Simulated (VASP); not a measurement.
# Se: single point with PBEsol

The system is Se.

```xyz
1
Lattice="-1.4313 1.4313 1.4313 1.4313 -1.4313 1.4313 1.4313 1.4313 -1.4313" Properties=species:S:1:pos:R:3 pbc="T T T"
Se    0.0000    0.0000    0.0000
```

```
Program                : VASP 6.6.1
Task                   : single point
Functional             : PBEsol
Potentials or basis    : VASP PAW PBE potentials, release 64 (Se)
Cutoff                 : 520 eV
k mesh                 : 13 × 13 × 13
Occupations            : fermi-dirac, width 0.05 eV
Spin                   : no spin polarisation
Dipole correction      : no
Further INCAR settings : ALGO = Normal; EDIFF = 1e-06; NBANDS = 9
```

| Property | Result |
| --- | --- |
| Pressure | 129.2 GPa |
| Band gap on the k mesh | zero (band 3 reaches 21.07 eV, above the bottom of band 4 at 6.99 eV) |

Levels at points of the mesh, in eV from the Fermi level:
| k point | band 1 | band 2 | band 3 | band 4 | band 5 | band 6 |
| --- | --- | --- | --- | --- | --- | --- |
| (0.00, 0.00, 0.00) | -22.93 | 7.14 | 7.14 | 7.14 | 14.01 | 14.01 |

It took 9.2 s on 1 thread of AMD EPYC 7R13 Processor (Zen 3), with other jobs on the host, peak memory 0.09 GiB.

Caveat: the PAW data sets were made with another functional, which shifts forces and pressure a little.
